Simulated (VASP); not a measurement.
Write the native input for VASP 6.6.1 that does the following.

```
Task                   : single point
Functional             : PBE
Potentials or basis    : VASP PAW PBE potentials, release 64 (Ge_d)
Cutoff                 : 520 eV
k mesh                 : 15 × 15 × 4
Occupations            : gaussian, width 0.15 eV
Spin                   : no spin polarisation
Dipole correction      : no
Further INCAR settings : ALGO = Fast; EDIFF = 1e-06; NBANDS = 66
```

The structure of Ge lies in POSCAR:

```
Ge
1.0
    4.1215611567      0.0000000000      0.0000000000
   -2.0607805784      3.5693766649      0.0000000000
    0.0000000000      0.0000000000     12.9783839263
Ge
8
Direct
    0.0000000000      0.0000000000      0.4123984970
    0.0000000000      0.0000000000      0.5876015030
    0.0000000000      0.0000000000      0.9123984970
    0.0000000000      0.0000000000      0.0876015030
    0.3333333333      0.6666666667      0.3442031336
    0.6666666667      0.3333333333      0.6557968664
    0.6666666667      0.3333333333      0.8442031336
    0.3333333333      0.6666666667      0.1557968664
```

This isn't the form of Ge at room conditions, which is diamond.

This cell differs from its parent crystal: atoms shifted along a free coordinate, c/a of the conventional cell at fixed volume 3.1489.

These files were run (other wordings do the same):

INCAR

```
PREC = Accurate
ENCUT = 520
EDIFF = 1E-6
ISMEAR = 0
SIGMA = 0.15
LREAL = False
LASPH = True
NELM = 60
ALGO = Fast
ISIF = 2
LWAVE = False
LCHARG = False
GGA = PE
NBANDS = 66
```

KPOINTS

```
Automatic mesh
0
Gamma
  15 15 4
```

Potentials or basis: VASP PAW PBE potentials, release 64 (Ge_d).

The run is started by

```console
$ cat potpaw_PBE.64/Ge_d/POTCAR > POTCAR
$ mpirun -np 1 vasp_std > vasp.out
```

Results of the run:

```
Pressure               : 1.0 GPa
Largest force          : 2.276 eV/Å
Band gap on the k mesh : zero (bands 56 and 57 overlap by 0.16 eV)
```

Caveat: semilocal functionals underestimate gaps, so a narrow gap can read as zero; forces of over 1 eV/Å act on the atoms, so gaps and moduli don't describe the material at rest.

Run time: 35 min on 1 thread of Oxide Virtual Turin-like Processor, with other jobs on the host, peak memory 0.72 GiB.
